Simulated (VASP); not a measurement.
# Ti4S in VASP: notebook

The runs below take Ti4S through single point, with PBE.

Program: VASP 6.6.1. These are calculated values, not measurements. Logs are shortened: lines on timing, memory, paths and dates and some standing lists are left out, and cuts for length are marked.

## 1. The cell of the first run

The cell holds a slab with vacuum, 5 atoms: a = 2.908 Å, b = 4.112 Å, c = 19.654 Å, α = 90.00°, β = 90.00°, γ = 90.00°.

## 2. Single point, PBE

INCAR

```
SYSTEM = Ti4S
PREC     = Accurate       ! precision mode
ENCUT    = 520            ! plane-wave cutoff, eV
EDIFF    = 1E-6           ! SCF threshold, eV
ISMEAR   = 0              ! smearing method
SIGMA    = 0.1            ! smearing width, eV
LREAL    = .False.        ! projectors in reciprocal space
LASPH    = .True.         ! aspherical terms in the spheres
NELM     = 100            ! most SCF steps
ALGO     = Normal         ! electronic algorithm
ISIF     = 2              ! what is computed and relaxed
LWAVE    = .False.        ! write WAVECAR
LCHARG   = .False.        ! write CHGCAR
LDIPOL   = .True.       
IDIPOL   = 3            
DIPOL    = 0.5 0.5 0.342
GGA      = PE             ! functional
NBANDS   = 35             ! bands
```

KPOINTS

```
Automatic mesh
0
Gamma
  9 7 1
  0 0 0
```

POSCAR

```
Ti4S
1.0
    2.9075446931      0.0000000000      0.0000000000
    0.0000000000      4.1118891382      0.0000000000
    0.0000000000      0.0000000000     19.6535692527
Ti S
4 1
Direct
    0.5000000000      0.5000000000      0.2035253723
    0.0000000000      0.0000000000      0.2774952618
    0.5000000000      0.5000000000      0.3439484692
    0.0000000000      0.0000000000      0.4148645545
    0.3333333333      0.4000000000      0.4707194048
```

Potentials or basis: VASP PAW PBE potentials, release 64 (Ti_sv, S).

Command:

```sh
cat potpaw_PBE.64/Ti_sv/POTCAR potpaw_PBE.64/S/POTCAR > POTCAR
mpirun -np 1 vasp_std > vasp.out
```

OUTCAR:

```text
SYSTEM = Ti4S
   PREC = Accurate
   ENCUT = 520
   EDIFF = 1E-6
   ISMEAR = 0
   LREAL = .False.
   LASPH = .True.
   NELM = 100
   ISIF = 2
   GGA = PE

 ion  position               nearest neighbor table
   1  0.500  0.500  0.204-   3 2.76   2 2.91   2 2.91   2 2.91   2 2.91
   2  0.000  0.000  0.277-   4 2.70   3 2.84   3 2.84   3 2.84   3 2.84   1 2.91   1 2.91   1 2.91
                             1 2.91
   3  0.500  0.500  0.344-   5 2.57   1 2.76   2 2.84   2 2.84   2 2.84   2 2.84   4 2.88   4 2.88
                             4 2.88   4 2.88
   4  0.000  0.000  0.415-   5 2.20   2 2.70   5 2.77   3 2.88   3 2.88   3 2.88   3 2.88
   5  0.333  0.400  0.471-   4 2.20   3 2.57   4 2.77

  LATTYP: Found a simple orthorhombic cell.
 ALAT       =     2.9075446931
 B/A-ratio  =     1.4142135624
 C/A-ratio  =     6.7595071881

  Lattice vectors:

 A1 = (   2.9075446931,   0.0000000000,   0.0000000000)
 A2 = (   0.0000000000,   4.1118891382,   0.0000000000)
 A3 = (   0.0000000000,   0.0000000000,  19.6535692527)

Analysis of symmetry for initial positions (statically):
=====================================================================
 Subroutine PRICEL returns:
 Original cell was already a primitive cell.

 Routine SETGRP: Setting up the symmetry group for a
 simple orthorhombic supercell.

 Subroutine GETGRP returns: Found  1 space group operations
 (whereof  1 operations were pure point group operations)
 out of a pool of  8 trial point group operations.

The static configuration has the point symmetry C_1 .

Analysis of symmetry for dynamics (positions and initial velocities):
=====================================================================
 Subroutine PRICEL returns:
 Original cell was already a primitive cell.

 Routine SETGRP: Setting up the symmetry group for a
 simple orthorhombic supercell.

 Subroutine GETGRP returns: Found  1 space group operations
 (whereof  1 operations were pure point group operations)
 out of a pool of  8 trial point group operations.

The dynamic configuration has the point symmetry C_1 .

 Subroutine INISYM returns: Found  1 space group operations
 (whereof  1 operations are pure point group operations),
 and found     1 'primitive' translations

----------------------------------------------------------------------------------------

                                     Primitive cell

  volume of cell :     234.9683

  direct lattice vectors                    reciprocal lattice vectors
     2.907544693  0.000000000  0.000000000     0.343932804  0.000000000  0.000000000
     0.000000000  4.111889138  0.000000000     0.000000000  0.243197218  0.000000000
     0.000000000  0.000000000 19.653569253     0.000000000  0.000000000  0.050881343

  length of vectors
     2.907544693  4.111889138 19.653569253     0.343932804  0.243197218  0.050881343

  position of ions in fractional coordinates (direct lattice)
     0.500000000  0.500000000  0.203525372
     0.000000000  0.000000000  0.277495262
     0.500000000  0.500000000  0.343948469
     0.000000000  0.000000000  0.414864554
     0.333333333  0.400000000  0.470719405

  ion indices of the primitive-cell ions
   primitive index   ion index
                 1           1
                 2           2
                 3           3
                 4           4
                 5           5

----------------------------------------------------------------------------------------

 KPOINTS: Automatic mesh

Automatic generation of k-mesh.
 Grid dimensions read from file:
 generate k-points for:    9    7    1

 Generating k-lattice:

  Cartesian coordinates                     Fractional coordinates (reciprocal lattice)
     0.038214756  0.000000000  0.000000000     0.111111111  0.000000000  0.000000000
     0.000000000  0.034742460  0.000000000     0.000000000  0.142857143  0.000000000
     0.000000000  0.000000000  0.050881343     0.000000000  0.000000000  1.000000000

  Length of vectors
     0.038214756  0.034742460  0.050881343

  Shift w.r.t. Gamma in fractional coordinates (k-lattice)
     0.000000000  0.000000000  0.000000000

 Subroutine IBZKPT returns following result:
 ===========================================

 Found     32 irreducible k-points:

 Following reciprocal coordinates:
            Coordinates               Weight
  0.000000  0.000000  0.000000      1.000000
  0.111111  0.000000  0.000000      2.000000
  0.222222  0.000000  0.000000      2.000000
  0.333333  0.000000  0.000000      2.000000
  0.444444  0.000000  0.000000      2.000000
  0.000000  0.142857  0.000000      2.000000
[... 16 lines left out ...]
  0.444444 -0.285714  0.000000      2.000000
  0.000000  0.428571  0.000000      2.000000
 [... further k-points ...]
   k-points           NKPTS =     32   k-points in BZ     NKDIM =     32   number of bands    NBANDS=     35
   number of dos      NEDOS =    301   number of ions     NIONS =      5
   total plane-waves  NPLWV = 115200
   dimension x,y,z NGX =    24 NGY =   32 NGZ =  150
   dimension x,y,z NGXF=    48 NGYF=   64 NGZF=  300
   ions per type =               4   1
   NGX,Y,Z   is equivalent  to a cutoff of  13.72, 12.94, 12.69 a.u.
   NGXF,Y,Z  is equivalent  to a cutoff of  27.45, 25.88, 25.38 a.u.
 SYSTEM =  Ti4S
   PREC   = accura    normal or accurate (medium, high low for compatibility)
   ISTART =      0    job   : 0-new  1-cont  2-samecut
   ICHARG =      2    charge: 1-file 2-atom 10-const
   ISPIN  =      1    spin polarized calculation?
   LNONCOLLINEAR =      F non collinear calculations
   LSORBIT =      F    spin-orbit coupling
   LASPH  =      T    aspherical Exc in radial PAW
   ENCUT  =  520.0 eV  38.22 Ry    6.18 a.u.   5.41  7.65 36.54*2*pi/ulx,y,z
   NELM   =    100;   NELMIN=  2; NELMDL= -5     # of ELM steps
   EDIFF  = 0.1E-05   stopping-criterion for ELM
   LREAL  =      F    real-space projection
   EDIFFG = 0.1E-04   stopping-criterion for IOM
   NSW    =      0    number of steps for IOM
   IBRION =     -1    ionic relax: 0-MD 1-quasi-New 2-CG
   NFREE  =      0    steps in history (QN), initial steepest desc. (CG)
   ISIF   =      2    stress and relaxation
   ISYM   =      2    0-nonsym 1-usesym 2-fastsym
   POTIM  = 0.5000    time-step for ionic-motion
   TEBEG  =    0.0;   TEEND  =   0.0 temperature during run
   PSTRESS=    0.0 pullay stress
   NELECT =      54.0000    total number of electrons
   NUPDOWN=      -1.0000    fix difference up-down
   EMIN   =  10.00;   EMAX   =-10.00  energy-range for DOS
   EFERMI =   0.00;   METHOD = LEGACY
   ISMEAR =     0;   SIGMA  =   0.10  broadening in eV -4-tet -1-fermi 0-gaus
   EFERMI_NEDOS =   21; number of points for ismear=-14 and -15
   IALGO  =     38    algorithm
   IMIX   =      4    mixing-type and parameters
     AMIX     =   0.40;   BMIX     =  1.00
     AMIX_MAG =   1.60;   BMIX_MAG =  1.00
  volume/ion in A,a.u.               =      46.99       317.13
  Fermi-wavevector in a.u.,A,eV,Ry     =   1.002774  1.894968 13.681412  1.005555
  Thomas-Fermi vector in A             =   2.135283
   LORBIT       =      0    0 simple, 1 ext, 2 COOP (PROOUT), +10 PAW based schemes
   GGA     = PE    functional components
   LHFCALC =     F    Hartree Fock is set to
   AEXX    =    0.0000 exact exchange contribution
   IVDW    =     0    specifies the selected vdW correction
   LEPSILON=     F    determine dielectric tensor
   LRPA    =     F    only Hartree local field effects (RPA)
 non-spin polarized calculation
 Gauss-broadening in eV      SIGMA  =   0.10
  energy-cutoff  :      520.00
  volume of cell :      234.97
 maximum number of plane-waves:      6369
 NGX is ok and might be reduce to    24
   NGX = 11   NGY = 15   NGZ = 73

 dipolmoment           0.000000      0.000000     -0.004444 electrons x Angstroem

 number of electron      54.0000014 magnetization

 dipolmoment           0.000000      0.000000      0.077797 electrons x Angstroem

 Free energy of the ion-electron system (eV)
  ---------------------------------------------------
  ext. energy  EPLUGINS =         0.00000000
  ---------------------------------------------------
  free energy    TOTEN  =       -34.91973899 eV

  energy without entropy =      -34.88110842  energy(sigma->0) =      -34.90042370

 E-fermi :   0.5701     XC(G=0):  -4.9843

 val. band max:        0.5686150910   @ k =   0.1111   0.1429   0.0000
 cond. band min:       0.5805988076   @ k =   0.4444   0.0000   0.0000
 fundamental gap:      0.0119837166
 Fermi energy:         0.5700818733

 k-point     1 :       0.0000    0.0000    0.0000
  band No.  band energies     occupation
      1     -56.4570      2.00000
      2     -56.4019      2.00000
      3     -56.0827      2.00000
      4     -55.9845      2.00000
      5     -32.8933      2.00000
      6     -32.8301      2.00000
[... 27 lines left out ...]
     34       2.2916      0.00000
     35       2.3626      0.00000

 k-point     2 :       0.1111    0.0000    0.0000
  band No.  band energies     occupation
      1     -56.4514      2.00000
      2     -56.3968      2.00000
      3     -56.0759      2.00000
      4     -55.9831      2.00000
      5     -32.8807      2.00000
      6     -32.8267      2.00000
[... 27 lines left out ...]
     34       2.3249      0.00000
     35       2.4938      0.00000

 k-point     3 :       0.2222    0.0000    0.0000
  band No.  band energies     occupation
      1     -56.4372      2.00000
      2     -56.3838      2.00000
      3     -56.0577      2.00000
      4     -55.9807      2.00000
      5     -32.8497      2.00000
      6     -32.8199      2.00000
[... 27 lines left out ...]
     34       2.3116      0.00000
     35       2.3906      0.00000
[... 723 lines left out ...]
 k-point    23 :       0.4444   -0.2857    0.0000
  band No.  band energies     occupation
      1     -56.4101      2.00000
      2     -56.3589      2.00000
      3     -56.0110      2.00000
      4     -55.9883      2.00000
      5     -32.9114      2.00000
      6     -32.8400      2.00000
[... 27 lines left out ...]
     34       2.3384      0.00000
     35       2.7913      0.00000

 k-point    24 :       0.0000    0.4286    0.0000
  band No.  band energies     occupation
      1     -56.4505      2.00000
      2     -56.3976      2.00000
      3     -56.0536      2.00000
      4     -56.0237      2.00000
      5     -32.9189      2.00000
      6     -32.8508      2.00000
[... 27 lines left out ...]
     34       2.1584      0.00000
     35       2.2600      0.00000

 [... further k-points ...]

------------------------ aborting loop because EDIFF is reached ----------------------------------------

 vacuum level on the upper side and lower side of the slab       (xc-potential included)         0.488        -0.683

  FORCE on cell =-STRESS in cart. coord.  units (eV):
  Direction    XX          YY          ZZ          XY          YZ          ZX
  --------------------------------------------------------------------------------------
  -------------------------------------------------------------------------------------
  Total        3.5603290     -2.5440859      1.1823147      1.9984079      1.8739425      1.6457814
  in kB       24.2768026    -17.3473491      8.0618451     13.6265369     12.7778450     11.2220835
  external PRESSURE =       4.9970995 kB  Pullay stress =       0.0000000 kB

 VOLUME and BASIS-vectors are now :
 -----------------------------------------------------------------------------
  energy-cutoff  :      520.00
  volume of cell :      234.97
      direct lattice vectors                 reciprocal lattice vectors
     2.907544693  0.000000000  0.000000000     0.343932804  0.000000000  0.000000000
     0.000000000  4.111889138  0.000000000     0.000000000  0.243197218  0.000000000
     0.000000000  0.000000000 19.653569253     0.000000000  0.000000000  0.050881343

 POSITION                                       TOTAL-FORCE (eV/Angst)
 -----------------------------------------------------------------------------------
      1.45377      2.05594      4.00000        -0.069555     -0.022348      0.278204
      0.00000      0.00000      5.45377        -0.035874     -0.025336     -0.505304
      1.45377      2.05594      6.75982        -0.016455     -0.114487     -0.698851
      0.00000      0.00000      8.15357        -1.005016     -1.252560      0.899101
      0.96918      1.64476      9.25132         1.126899      1.414732      0.026850
 -----------------------------------------------------------------------------------
    total drift:                               -0.000001     -0.000111      0.001189

  FREE ENERGIE OF THE ION-ELECTRON SYSTEM (eV)
  ---------------------------------------------------
  free  energy   TOTEN  =       -34.9197389864 eV

  energy  without entropy=      -34.8811084210  energy(sigma->0) =      -34.90042370

 vacuum level on the upper side and lower side of the slab         5.030         3.765
```

Wall time 7.1 min (1 thread of Intel Xeon Platinum 8259CL at 2.50GHz (Skylake/Cascade Lake), shared host); peak memory 0.45 GiB.

What came out:

```yaml
Free_energy: -34.9197 eV
Largest_force: 1.840 eV/Å
Band_gap_on_the_k_mesh: zero (band 27 reaches 0.84 eV, above the bottom of band 28 at 0.51 eV)
```

Forces in eV/Å, atoms in the order of the input:
```
Ti  -0.070 -0.022  0.278
Ti  -0.036 -0.025 -0.505
Ti  -0.016 -0.114 -0.699
Ti  -1.005 -1.253  0.899
S    1.127  1.415  0.027
```

Levels at points of the mesh, in eV from the Fermi level:
```csv
k point,band 25,band 26,band 27,band 28,band 29,band 30
"(0.00, 0.00, 0.00)",-0.40,-0.02,0.27,0.31,0.57,0.75
```

## 3. Single point, PBE

INCAR

```
SYSTEM = Ti4S
PREC = Accurate
ENCUT = 520
EDIFF = 1E-7
ISMEAR = 0
SIGMA = 0.1
LREAL = .FALSE.
LASPH = .TRUE.
NELM = 100
ALGO = Normal
ISIF = 2
LWAVE = .FALSE.
LCHARG = .FALSE.
LDIPOL = .TRUE.
IDIPOL = 3
DIPOL = 0.5 0.5 0.351
GGA = PE
NBANDS = 35
```

KPOINTS

```
Automatic mesh
0
G
  9 7 1
  0 0 0
```

POSCAR, as its differences from that of step 2:

```diff
@@ -12,2 +12,2 @@
     0.0000000000      0.0000000000      0.4148645545
-    0.3333333333      0.4000000000      0.4707194048
+    0.1666666667      0.2000000000      0.5143891297
```

Potentials or basis: VASP PAW PBE potentials, release 64 (Ti_sv, S).

Command:

```sh
cat potpaw_PBE.64/Ti_sv/POTCAR potpaw_PBE.64/S/POTCAR > POTCAR
mpirun -np 1 vasp_std > vasp.out
```

OUTCAR:

```text
SYSTEM = Ti4S
   PREC = Accurate
   ENCUT = 520
   EDIFF = 1E-7
   ISMEAR = 0
   LREAL = .FALSE.
   LASPH = .TRUE.
   NELM = 100
   ISIF = 2
   GGA = PE

 ion  position               nearest neighbor table
   1  0.500  0.500  0.204-   3 2.76   2 2.91   2 2.91   2 2.91   2 2.91
   2  0.000  0.000  0.277-   4 2.70   3 2.84   3 2.84   3 2.84   3 2.84   1 2.91   1 2.91   1 2.91
                             1 2.91
   3  0.500  0.500  0.344-   1 2.76   2 2.84   2 2.84   2 2.84   2 2.84   4 2.88   4 2.88   4 2.88
                             4 2.88
   4  0.000  0.000  0.415-   5 2.18   2 2.70   3 2.88   3 2.88   3 2.88   3 2.88
[... 1127 lines left out ...]
  Total       -0.0888150     -2.0452856      0.4621734      0.6485909      0.8104262      2.1414018
  in kB       -0.6056025    -13.9461817      3.1514204      4.4225441      5.5260504     14.6015684
  external PRESSURE =      -3.8001213 kB  Pullay stress =       0.0000000 kB

 VOLUME and BASIS-vectors are now :
 -----------------------------------------------------------------------------
  energy-cutoff  :      520.00
  volume of cell :      234.97
      direct lattice vectors                 reciprocal lattice vectors
     2.907544693  0.000000000  0.000000000     0.343932804  0.000000000  0.000000000
     0.000000000  4.111889138  0.000000000     0.000000000  0.243197218  0.000000000
     0.000000000  0.000000000 19.653569253     0.000000000  0.000000000  0.050881343

 POSITION                                       TOTAL-FORCE (eV/Angst)
 -----------------------------------------------------------------------------------
      1.45377      2.05594      4.00000        -0.019254      0.024760      0.348853
      0.00000      0.00000      5.45377         0.030707     -0.049748     -0.355537
      1.45377      2.05594      6.75982        -0.131606     -0.251456     -0.673395
      0.00000      0.00000      8.15357        -0.882368      0.057411      0.664076
      0.48459      0.82238     10.10958         1.002521      0.219033      0.016002
 -----------------------------------------------------------------------------------
    total drift:                               -0.000037     -0.000049      0.001062

  FREE ENERGIE OF THE ION-ELECTRON SYSTEM (eV)
  ---------------------------------------------------
  free  energy   TOTEN  =       -33.5614512019 eV

  energy  without entropy=      -33.5209203954  energy(sigma->0) =      -33.54118580

 vacuum level on the upper side and lower side of the slab         5.842         3.179
```

It took 7.5 min on 1 thread of Intel Xeon Platinum 8259CL at 2.50GHz (Skylake/Cascade Lake), shared host; peak memory 0.45 GiB.

Results:

- Free energy: -33.5615 eV
- Largest force: 1.106 eV/Å
- Band gap on the k mesh: zero (band 27 reaches 0.58 eV, above the bottom of band 28 at -0.14 eV)

Forces on the atoms (eV/Å):
```
Ti  -0.019  0.025  0.349
Ti   0.031 -0.050 -0.356
Ti  -0.132 -0.251 -0.673
Ti  -0.882  0.057  0.664
S    1.003  0.219  0.016
```

## 4. Single point, PBE

INCAR

```
PREC = Accurate ; ENCUT = 520
EDIFF = 1E-6 ; ISMEAR = 0
SIGMA = 0.1 ; LREAL = F
LASPH = T ; NELM = 100
ALGO = Normal ; ISIF = 2
LWAVE = F ; LCHARG = T
LDIPOL = T ; IDIPOL = 3
DIPOL = 0.5 0.5 0.350 ; GGA = PE
LELF = T ; LVHAR = T
LVACPOTAV = T ; NBANDS = 35
```

KPOINTS

```
regular mesh
0
Gamma
  9 7 1
```

POSCAR, as its differences from that of step 3:

```diff
@@ -12,2 +12,2 @@
     0.0000000000      0.0000000000      0.4148645545
-    0.1666666667      0.2000000000      0.5143891297
+    0.3333333333      0.1000000000      0.5106385704
```

Command:

```sh
cat potpaw_PBE.64/Ti_sv/POTCAR potpaw_PBE.64/S/POTCAR > POTCAR
mpirun -np 1 vasp_std > vasp.out
```

It took 7.2 min on 1 thread of Intel Xeon Platinum 8259CL at 2.50GHz (Skylake/Cascade Lake), shared host; peak memory 0.45 GiB.

Results (log left out):

```
Free energy            : -34.0302 eV
Largest force          : 1.292 eV/Å
Band gap on the k mesh : zero (band 27 reaches 0.58 eV, above the bottom of band 28 at -0.07 eV)
```

Forces in eV/Å, atoms in the order of the input:
```
Ti  -0.022  0.028  0.388
Ti   0.030 -0.067 -0.325
Ti  -0.002 -0.075 -0.854
Ti  -1.033  0.002  0.776
S    1.027  0.112  0.014
```

Levels at points of the mesh, in eV from the Fermi level:
```tsv
k point	band 24	band 25	band 26	band 27	band 28	band 29	band 30	band 31
(0.00, 0.00, 0.00)	-1.22	-0.69	-0.25	0.21	0.28	0.34	0.79	0.90
```
